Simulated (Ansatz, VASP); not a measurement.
## Two plane-wave programs on N

```
N
1.0
    -3.81655    0.00000    0.00000
    -1.90828   -3.30523    0.00000
    -3.81674   -2.20360   14.82904
N
8
Direct
  0.72520 0.72520 0.91216
  0.05855 0.05855 0.41216
  0.77475 0.77475 0.83784
  0.10810 0.10810 0.33784
  0.55855 0.55855 0.16216
  0.22520 0.22520 0.66216
  0.60810 0.60810 0.08784
  0.27475 0.27475 0.58784
```

Alike in both runs: task single point; functional PBE; dispersion D3(BJ); k mesh 7 × 7 × 2; occupations gaussian, width 0.05 eV; no spin polarisation.

|  | VASP | Ansatz |
| --- | --- | --- |
| version | VASP 6.6.1 | Ansatz 0.2.0 |
| potentials or method | VASP PAW PBE potentials, release 64 (N), cutoff 520 eV | scalar-relativistic, plane waves, PAW |
| valence electrons in the cell | 40 | 40 |

|  | VASP | Ansatz | Ansatz less VASP |
| --- | --- | --- | --- |
| gap on the k mesh at the Fermi level (eV) | 6.63 | 6.67 | +0.046 |
| least direct gap on the mesh (eV) | 6.64 | 6.69 | +0.046 |
| pressure (GPa) | 2.6 | 0.6 | -1.96 |
| traceless stress, the component that is largest in VASP (GPa) | 5.67 | 1.34 | -4.330 |
| rms of the force components (eV/Å) | 0.947 | 0.188 | -0.7589 |

Atom by atom the forces differ by 1.008 eV/Å (rms over components).

Noted on VASP's run: the standard files for N, O and F lose accuracy on very short bonds.
